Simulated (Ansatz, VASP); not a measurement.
Two plane-wave programs on Sc3Al7

```
Sc Al
1.0
     4.10533    0.00000    0.00000
     0.00000    4.10533    0.00000
     0.00000    0.00000   23.21066
Sc Al
3 7
Direct
  0.00000 0.00000 0.32124
  0.00000 0.00000 0.50000
  0.00000 0.00000 0.67876
  0.50000 0.50000 0.32564
  0.00000 0.50000 0.41001
  0.50000 0.00000 0.41001
  0.50000 0.50000 0.50000
  0.00000 0.50000 0.58999
  0.50000 0.00000 0.58999
  0.50000 0.50000 0.67436
```

Alike in both runs: functional PBE; k mesh 9 × 9 × 1; occupations gaussian, width 0.1 eV; no spin polarisation.

Ansatz relaxed the structure, and its values are those at the end. VASP's run is a single point on that final structure, the one shown.

|  | VASP | Ansatz |
| --- | --- | --- |
| version | VASP 6.6.1 | Ansatz 0.2.0 |
| potentials or method | VASP PAW PBE potentials, release 64 (Sc_sv, Al), cutoff 520 eV | scalar-relativistic, plane waves, PAW |
| valence electrons in the cell | 54 | 54 |

|  | VASP | Ansatz | Ansatz less VASP |
| --- | --- | --- | --- |
| gap on the k mesh at the Fermi level (eV) | none | none | - |
| rms of the force components (eV/Å) | 0.004 | 0.004 | -0.0003 |

A gap of «none» marks a metal or a gap that the smearing closes. Ansatz's warnings: xc potential rough in thin density.
